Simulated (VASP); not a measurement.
# SiO2 (I-42d) in VASP: a series of runs

Runs on SiO2. Level: PBEsol. Tasks: single point.

Program: VASP 6.6.1. These are calculated values, not measurements. Logs are shortened: lines on timing, memory, paths and dates and some standing lists are left out, and cuts for length are marked.

**1. The cell of the first run**

The structure is tetragonal, space group I-42d (No. 122). Conventional cell: a = 4.831 Å, b = 4.831 Å, c = 7.619 Å, α = 90.00°, β = 90.00°, γ = 90.00°. Within 2.2 Å of Si (site symmetry -4) lie 4 O at 1.65 Å. Within 2.2 Å of O (site symmetry 2) lie 2 Si at 1.65 Å.

**2. Single point, PBEsol**

The input, INCAR:

```
PREC     = Accurate       # precision mode
ENCUT    = 520            # plane-wave cutoff, eV
EDIFF    = 1E-6           # SCF threshold, eV
ISMEAR   = 0              # smearing method
SIGMA    = 0.01           # smearing width, eV
LREAL    = False          # projectors in reciprocal space
LASPH    = True           # aspherical terms in the spheres
NELM     = 60             # most SCF steps
ALGO     = Normal         # electronic algorithm
ISIF     = 2              # what is computed and relaxed
LWAVE    = False          # write WAVECAR
LCHARG   = False          # write CHGCAR
GGA      = PS             # functional
NBANDS   = 25             # bands
```

The input, KPOINTS:

```
Automatic mesh
0
Gamma
  6 6 6
```

The input, POSCAR:

```
SiO2
1.0
   -2.4155264871      2.4155264871      3.8094105717
    2.4155264871     -2.4155264871      3.8094105717
    2.4155264871      2.4155264871     -3.8094105717
Si O
2 4
Direct
    0.0000000000      0.0000000000      0.0000000000
    0.7500000000      0.2500000000      0.5000000000
    0.9983800000      0.6250000000      0.8733800000
    0.3750000000      0.2483800000      0.3733800000
    0.7516200000      0.1250000000      0.1266200000
    0.8750000000      0.0016200000      0.6266200000
```

Potentials or basis: VASP PAW PBE potentials, release 64 (Si, O).

Started as:

```console
$ cat potpaw_PBE.64/Si/POTCAR potpaw_PBE.64/O/POTCAR > POTCAR
$ mpirun -np 1 vasp_std > vasp.out
```

OUTCAR:

```text
PREC = Accurate
   ENCUT = 520
   EDIFF = 1E-6
   ISMEAR = 0
   LREAL = False
   LASPH = True
   NELM = 60
   ISIF = 2
   GGA = PS

 ion  position               nearest neighbor table
   1  0.000  0.000  0.000-   3 1.65   5 1.65   6 1.65   4 1.65   2 3.08   2 3.08   2 3.08   2 3.08

   2  0.750  0.250  0.500-   4 1.65   5 1.65   6 1.65   3 1.65   1 3.08   1 3.08   1 3.08   1 3.08

   3  0.998  0.625  0.873-   1 1.65   2 1.65
   4  0.375  0.248  0.373-   2 1.65   1 1.65
   5  0.752  0.125  0.127-   1 1.65   2 1.65
   6  0.875  0.002  0.627-   1 1.65   2 1.65

  LATTYP: Found a body centered tetragonal cell.
 ALAT       =     4.8310529742
 C/A-ratio  =     1.5770518734

  Lattice vectors:

 A1 = (  -2.4155264871,   2.4155264871,   3.8094105717)
 A2 = (   2.4155264871,  -2.4155264871,   3.8094105717)
 A3 = (   2.4155264871,   2.4155264871,  -3.8094105717)

Analysis of symmetry for initial positions (statically):
=====================================================================
 Subroutine PRICEL returns:
 Original cell was already a primitive cell.

 Routine SETGRP: Setting up the symmetry group for a
 body centered tetragonal supercell.

 Subroutine GETGRP returns: Found  8 space group operations
 (whereof  4 operations were pure point group operations)
 out of a pool of 16 trial point group operations.

The static configuration has the point symmetry S_4 .
 The point group associated with its full space group is D_2d.

Analysis of symmetry for dynamics (positions and initial velocities):
=====================================================================
 Subroutine PRICEL returns:
 Original cell was already a primitive cell.

 Routine SETGRP: Setting up the symmetry group for a
 body centered tetragonal supercell.

 Subroutine GETGRP returns: Found  8 space group operations
 (whereof  4 operations were pure point group operations)
 out of a pool of 16 trial point group operations.

The dynamic configuration has the point symmetry S_4 .
 The point group associated with its full space group is D_2d.

 Subroutine INISYM returns: Found  8 space group operations
 (whereof  4 operations are pure point group operations),
 and found     1 'primitive' translations

----------------------------------------------------------------------------------------

                                     Primitive cell

  volume of cell :      88.9081

  direct lattice vectors                    reciprocal lattice vectors
    -2.415526487  2.415526487  3.809410572     0.000000000  0.206994211  0.131253902
     2.415526487 -2.415526487  3.809410572     0.206994211  0.000000000  0.131253902
     2.415526487  2.415526487 -3.809410572     0.206994211  0.206994211  0.000000000

  length of vectors
     5.116751442  5.116751442  5.116751442     0.245100368  0.245100368  0.292734021

  position of ions in fractional coordinates (direct lattice)
     0.000000000  0.000000000  0.000000000
     0.750000000  0.250000000  0.500000000
     0.998380000  0.625000000  0.873380000
     0.375000000  0.248380000  0.373380000
     0.751620000  0.125000000  0.126620000
     0.875000000  0.001620000  0.626620000

  ion indices of the primitive-cell ions
   primitive index   ion index
                 1           1
                 2           2
                 3           3
                 4           4
                 5           5
                 6           6

----------------------------------------------------------------------------------------

 KPOINTS: Automatic mesh

Automatic generation of k-mesh.
 Grid dimensions read from file:
 generate k-points for:    6    6    6

 Generating k-lattice:

  Cartesian coordinates                     Fractional coordinates (reciprocal lattice)
     0.000000000  0.034499035  0.021875650     0.166666667  0.000000000  0.000000000
     0.034499035  0.000000000  0.021875650     0.000000000  0.166666667  0.000000000
     0.034499035  0.034499035  0.000000000     0.000000000  0.000000000  0.166666667

  Length of vectors
     0.040850061  0.040850061  0.048789003

  Shift w.r.t. Gamma in fractional coordinates (k-lattice)
     0.000000000  0.000000000  0.000000000

 Subroutine IBZKPT returns following result:
 ===========================================

 Found     30 irreducible k-points:

 Following reciprocal coordinates:
            Coordinates               Weight
  0.000000  0.000000  0.000000      1.000000
  0.166667  0.000000  0.000000      8.000000
  0.333333 -0.000000  0.000000      8.000000
  0.500000 -0.000000  0.000000      4.000000
  0.166667  0.166667  0.000000      8.000000
  0.333333  0.166667  0.000000     16.000000
[... 16 lines left out ...]
 -0.333333 -0.333333  0.166667      8.000000
 -0.166667 -0.333333  0.166667      8.000000
 [... further k-points ...]
   k-points           NKPTS =     30   k-points in BZ     NKDIM =     30   number of bands    NBANDS=     25
   number of dos      NEDOS =    301   number of ions     NIONS =      6
   total plane-waves  NPLWV =  64000
   dimension x,y,z NGX =    40 NGY =   40 NGZ =   40
   dimension x,y,z NGXF=    80 NGYF=   80 NGZF=   80
   ions per type =               2   4
   NGX,Y,Z   is equivalent  to a cutoff of  13.00, 13.00, 13.00 a.u.
   NGXF,Y,Z  is equivalent  to a cutoff of  25.99, 25.99, 25.99 a.u.
 SYSTEM =  unknown system
   PREC   = accura    normal or accurate (medium, high low for compatibility)
   ISTART =      0    job   : 0-new  1-cont  2-samecut
   ICHARG =      2    charge: 1-file 2-atom 10-const
   ISPIN  =      1    spin polarized calculation?
   LNONCOLLINEAR =      F non collinear calculations
   LSORBIT =      F    spin-orbit coupling
   LASPH  =      T    aspherical Exc in radial PAW
   ENCUT  =  520.0 eV  38.22 Ry    6.18 a.u.   9.51  9.51  9.51*2*pi/ulx,y,z
   NELM   =     60;   NELMIN=  2; NELMDL= -5     # of ELM steps
   EDIFF  = 0.1E-05   stopping-criterion for ELM
   LREAL  =      F    real-space projection
   EDIFFG = 0.1E-04   stopping-criterion for IOM
   NSW    =      0    number of steps for IOM
   IBRION =     -1    ionic relax: 0-MD 1-quasi-New 2-CG
   NFREE  =      0    steps in history (QN), initial steepest desc. (CG)
   ISIF   =      2    stress and relaxation
   ISYM   =      2    0-nonsym 1-usesym 2-fastsym
   POTIM  = 0.5000    time-step for ionic-motion
   TEBEG  =    0.0;   TEEND  =   0.0 temperature during run
   PSTRESS=    0.0 pullay stress
   NELECT =      32.0000    total number of electrons
   NUPDOWN=      -1.0000    fix difference up-down
   EMIN   =  10.00;   EMAX   =-10.00  energy-range for DOS
   EFERMI =   0.00;   METHOD = LEGACY
   ISMEAR =     0;   SIGMA  =   0.01  broadening in eV -4-tet -1-fermi 0-gaus
   EFERMI_NEDOS =   21; number of points for ismear=-14 and -15
   IALGO  =     38    algorithm
   IMIX   =      4    mixing-type and parameters
     AMIX     =   0.40;   BMIX     =  1.00
     AMIX_MAG =   1.60;   BMIX_MAG =  1.00
  volume/ion in A,a.u.               =      14.82       100.00
  Fermi-wavevector in a.u.,A,eV,Ry     =   1.164513  2.200611 18.450734  1.356091
  Thomas-Fermi vector in A             =   2.301050
   LORBIT       =      0    0 simple, 1 ext, 2 COOP (PROOUT), +10 PAW based schemes
   GGA     = PS    functional components
   LHFCALC =     F    Hartree Fock is set to
   AEXX    =    0.0000 exact exchange contribution
   IVDW    =     0    specifies the selected vdW correction
   LEPSILON=     F    determine dielectric tensor
   LRPA    =     F    only Hartree local field effects (RPA)
 non-spin polarized calculation
 Gauss-broadening in eV      SIGMA  =   0.01
  energy-cutoff  :      520.00
  volume of cell :       88.91
 maximum number of plane-waves:      2412
 NGX is ok and might be reduce to    40
   NGX = 19   NGY = 19   NGZ = 19

 number of electron      32.0000009 magnetization

 Free energy of the ion-electron system (eV)
  ---------------------------------------------------
  ext. energy  EPLUGINS =         0.00000000
  ---------------------------------------------------
  free energy    TOTEN  =       -49.23081618 eV

  energy without entropy =      -49.23081618  energy(sigma->0) =      -49.23081618

 E-fermi :  -0.4553     XC(G=0):  -8.4928

 val. band max:       -0.5288408426   @ k =   0.0000   0.0000   0.0000
 cond. band min:       5.0830744431   @ k =   0.0000   0.0000   0.0000
 fundamental gap:      5.6119152857
 Fermi energy:        -0.4553209393

 k-point     1 :       0.0000    0.0000    0.0000
  band No.  band energies     occupation
      1     -19.3090      2.00000
      2     -17.3096      2.00000
      3     -17.2912      2.00000
      4     -17.2912      2.00000
      5      -9.2296      2.00000
      6      -5.6811      2.00000
[... 17 lines left out ...]
     24      12.9084      0.00000
     25      13.0441      0.00000

 k-point     2 :       0.1667    0.0000    0.0000
  band No.  band energies     occupation
      1     -19.2270      2.00000
      2     -17.4308      2.00000
      3     -17.3131      2.00000
      4     -17.2916      2.00000
      5      -9.0380      2.00000
      6      -5.7711      2.00000
[... 17 lines left out ...]
     24      12.3587      0.00000
     25      12.9787      0.00000

 k-point     3 :       0.3333   -0.0000    0.0000
  band No.  band energies     occupation
      1     -19.0189      2.00000
      2     -17.7350      2.00000
      3     -17.3272      2.00000
      4     -17.3003      2.00000
      5      -8.5965      2.00000
      6      -6.0485      2.00000
[... 552 lines left out ...]
 k-point    23 :      -0.3333   -0.3333    0.1667
  band No.  band energies     occupation
      1     -18.8281      2.00000
      2     -17.9852      2.00000
      3     -17.3266      2.00000
      4     -17.3213      2.00000
      5      -8.1180      2.00000
      6      -6.4362      2.00000
[... 17 lines left out ...]
     24      12.1506      0.00000
     25      12.9523      0.00000

 k-point    24 :      -0.1667   -0.3333    0.1667
  band No.  band energies     occupation
      1     -19.0292      2.00000
      2     -17.7326      2.00000
      3     -17.3158      2.00000
      4     -17.3064      2.00000
      5      -8.5510      2.00000
      6      -6.0131      2.00000
[... 17 lines left out ...]
     24      12.2720      0.00000
     25      12.9771      0.00000

 [... further k-points ...]
[... 5 lines left out ...]
  --------------------------------------------------------------------------------------
  -------------------------------------------------------------------------------------
  Total       -3.1708451     -3.1708451     -4.3849856      0.0000000     -0.0000000      0.0000000
  in kB      -57.1405250    -57.1405250    -79.0200631      0.0000000     -0.0000000      0.0000000
  external PRESSURE =     -64.4337044 kB  Pullay stress =       0.0000000 kB

 VOLUME and BASIS-vectors are now :
 -----------------------------------------------------------------------------
  energy-cutoff  :      520.00
  volume of cell :       88.91
      direct lattice vectors                 reciprocal lattice vectors
    -2.415526487  2.415526487  3.809410572     0.000000000  0.206994211  0.131253902
     2.415526487 -2.415526487  3.809410572     0.206994211  0.000000000  0.131253902
     2.415526487  2.415526487 -3.809410572     0.206994211  0.206994211  0.000000000

 POSITION                                       TOTAL-FORCE (eV/Angst)
 -----------------------------------------------------------------------------------
      0.00000      0.00000      0.00000        -0.000000     -0.000000     -0.000000
      0.00000      2.41553      1.90471        -0.000000     -0.000000     -0.000000
      1.20776      3.01158      2.85706        -0.000000     -0.595909      0.000000
      0.59606      1.20776      0.95235        -0.595909     -0.000000      0.000000
     -1.20776      1.81947      2.85706        -0.000000      0.595909     -0.000000
     -0.59606      3.62329      0.95235         0.595909     -0.000000     -0.000000
 -----------------------------------------------------------------------------------
    total drift:                               -0.000000     -0.000000     -0.000001

  FREE ENERGIE OF THE ION-ELECTRON SYSTEM (eV)
  ---------------------------------------------------
  free  energy   TOTEN  =       -49.2308161773 eV

  energy  without entropy=      -49.2308161773  energy(sigma->0) =      -49.23081618
```

It took 34 s on 1 thread of Intel Xeon 6975P-C (Granite Rapids), shared host; peak memory 0.24 GiB.

What came out:

- Free energy: -49.2308 eV
- Pressure: -6.4 GPa
- Largest force: 0.596 eV/Å
- Band gap on the k mesh: 5.61 eV, direct

Forces in eV/Å, atoms in the order of the input:
```
Si   0.000  0.000  0.000
Si   0.000  0.000  0.000
O    0.000 -0.596  0.000
O   -0.596  0.000  0.000
O    0.000  0.596  0.000
O    0.596  0.000  0.000
```

Caveat: the PAW data sets were made with another functional, which shifts forces and pressure a little. A k mesh can miss the band edges.

**3. Single point, PBEsol**

This run uses another cell than the first one, of 15.19 Å³/atom, 1.025 times its volume.

The input, INCAR:

```
PREC = Accurate
ENCUT = 520
EDIFF = 1E-7
ISMEAR = 0
SIGMA = 0.01
LREAL = F
LASPH = T
NELM = 80
ALGO = Normal
ISIF = 2
LWAVE = F
LCHARG = T
GGA = PS
LELF = T
LVHAR = T
NBANDS = 25
```

KPOINTS is that of step 2.

Changes to POSCAR since step 2:

```diff
@@ -2,5 +2,5 @@
 1.0
-   -2.4155264871      2.4155264871      3.8094105717
-    2.4155264871     -2.4155264871      3.8094105717
-    2.4155264871      2.4155264871     -3.8094105717
+   -2.4357410377      2.4357410377      3.8412899666
+    2.4357410377     -2.4357410377      3.8412899666
+    2.4357410377      2.4357410377     -3.8412899666
 Si O
```

Potentials or basis: VASP PAW PBE potentials, release 64 (Si, O).

Started as:

```console
$ cat potpaw_PBE.64/Si/POTCAR potpaw_PBE.64/O/POTCAR > POTCAR
$ mpirun -np 1 vasp_std > vasp.out
```

Run time: 34 s. Hardware: 1 thread of Intel Xeon 6975P-C (Granite Rapids), shared host; peak memory 0.24 GiB.

Results (log left out):

```
Free energy            : -49.1191 eV
Pressure               : -9.7 GPa
Largest force          : 0.859 eV/Å
Band gap on the k mesh : 5.43 eV, direct
```

Forces in eV/Å, atoms in the order of the input:
```
Si   0.000  0.000  0.000
Si   0.000  0.000  0.000
O    0.000 -0.859  0.000
O   -0.859  0.000  0.000
O    0.000  0.859  0.000
O    0.859  0.000  0.000
```

Stress tensor (GPa, compression positive):
```
 -8.97   0.00   0.00
  0.00  -8.97   0.00
  0.00   0.00 -11.27
```

Levels at points of the mesh, in eV from the valence-band top:
```csv
k point,band 13,band 14,band 15,band 16,band 17,band 18,band 19,band 20
"(0.00, 0.00, 0.00)",-1.23,-1.08,0.00,0.00,5.43,8.27,10.52,10.52
"(0.50, 0.00, 0.00)",-1.17,-0.67,-0.26,-0.16,7.49,8.80,9.47,9.63
"(0.50, 0.50, 0.00)",-0.67,-0.67,-0.23,-0.23,8.65,8.65,9.48,9.48
"(0.50, 0.50, 0.50)",-1.42,-1.42,-0.09,-0.09,8.45,8.45,9.12,9.12
```

Caveat: the PAW data sets were made with another functional, which shifts forces and pressure a little. A k mesh can miss the band edges.
